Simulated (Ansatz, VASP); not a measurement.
Given: the input of a run of Ansatz 0.2.0 on Ge2Sb2Te5.

The input input.yaml:

```yaml
crystal:
  lattice:
    - [4.2940644248, 0.0, 0.0]
    - [-2.1470322124, 3.7187688774, 0.0]
    - [0.0, 0.0, 17.101346]
  atoms:
    - { symbol: Te, position: [0.6666666667, 0.3333333333, 0.419892] }
    - { symbol: Te, position: [0.3333333333, 0.6666666667, 0.580108] }
    - { symbol: Te, position: [0.3333333333, 0.6666666667, 0.201542] }
    - { symbol: Te, position: [0.6666666667, 0.3333333333, 0.798458] }
    - { symbol: Te, position: [0.0, 0.0, 0.0] }
    - { symbol: Sb, position: [0.0, 0.0, 0.320068] }
    - { symbol: Sb, position: [0.0, 0.0, 0.679932] }
    - { symbol: Ge, position: [0.6666666667, 0.3333333333, 0.102895] }
    - { symbol: Ge, position: [0.3333333333, 0.6666666667, 0.897105] }
hamiltonian:
  xc: pbesol
  pseudopotentials: { kind: paw }
  dispersion: d3bj
kpoints:
  mp_grid: { grid: [7, 7, 2] }
scf:
  occupations: { method: fermi_dirac, width: 0.05 }
output:
  forces: true
  stress: true
  eigenvalues: true
relax:
  f_tol: 0.01
  max_steps: 40
  cell: { stress_tol: 0.05 }
```

Potentials or basis: Ansatz PAW.

The run is started by

```sh
$ ansatz run input.yaml --threads 4 --pin off --max-ram 11264MiB --backend cpu --events-out ev --progress --plain --runs-dir out
```

Set up the same calculation for VASP 6.6.1. Potentials there: VASP PAW PBE potentials, release 64 (Te, Sb, Ge_d).

As run (the cutoff follows the program's own potentials):

File INCAR:

```
SYSTEM = Ge2Sb2Te5
  PREC = Accurate
  ENCUT = 600
  EDIFF = 1E-6
  ISMEAR = -1
  SIGMA = 0.05
  LREAL = .False.
  LASPH = .True.
  NELM = 100
  ALGO = Normal
  ISIF = 3
  LWAVE = .False.
  LCHARG = .False.
  GGA = PS
  IVDW = 12
  IBRION = 2
  NSW = 60
  EDIFFG = -0.01
```

File KPOINTS:

```
Automatic mesh
0
Gamma
  7 7 2
  0 0 0
```

POSCAR

```
Ge2Sb2Te5
1.0
    4.2940644248      0.0000000000      0.0000000000
   -2.1470322124      3.7187688774      0.0000000000
    0.0000000000      0.0000000000     17.1013460000
Te Sb Ge
5 2 2
Direct
    0.6666666667      0.3333333333      0.4198920000
    0.3333333333      0.6666666667      0.5801080000
    0.3333333333      0.6666666667      0.2015420000
    0.6666666667      0.3333333333      0.7984580000
    0.0000000000      0.0000000000      0.0000000000
    0.0000000000      0.0000000000      0.3200680000
    0.0000000000      0.0000000000      0.6799320000
    0.6666666667      0.3333333333      0.1028950000
    0.3333333333      0.6666666667      0.8971050000
```

Potentials or basis: VASP PAW PBE potentials, release 64 (Te, Sb, Ge_d).

Launch:

```sh
$ cat potpaw_PBE.64/Te/POTCAR potpaw_PBE.64/Sb/POTCAR potpaw_PBE.64/Ge_d/POTCAR > POTCAR
$ mpirun -np 1 vasp_std > vasp.out
```

Both were run:

|  | VASP | Ansatz | Ansatz less VASP |
| --- | --- | --- | --- |
| gap on the k mesh at the Fermi level, each at its own relaxed structure (eV) | none | none | - |
| relaxed volume (Å³/atom) | 27.58 | 27.55 | -0.035 |
| relaxed length of the cell vector where the two differ most in proportion (Å) | 4.164 | 4.162 | -0.0022 |

VASP's potentials were made for PBE, not for PBEsol. A gap of «none» marks a metal or a gap that the smearing closes. VASP's potentials hold 68 valence electrons a cell and Ansatz's 138, so a difference there can come from the potentials and not from the codes.

Neither program's run includes spin-orbit coupling. Noted on Ansatz's run: the plane-wave basis is chosen anew once the cell has moved, so the energies of steps on either side of that aren't comparable.
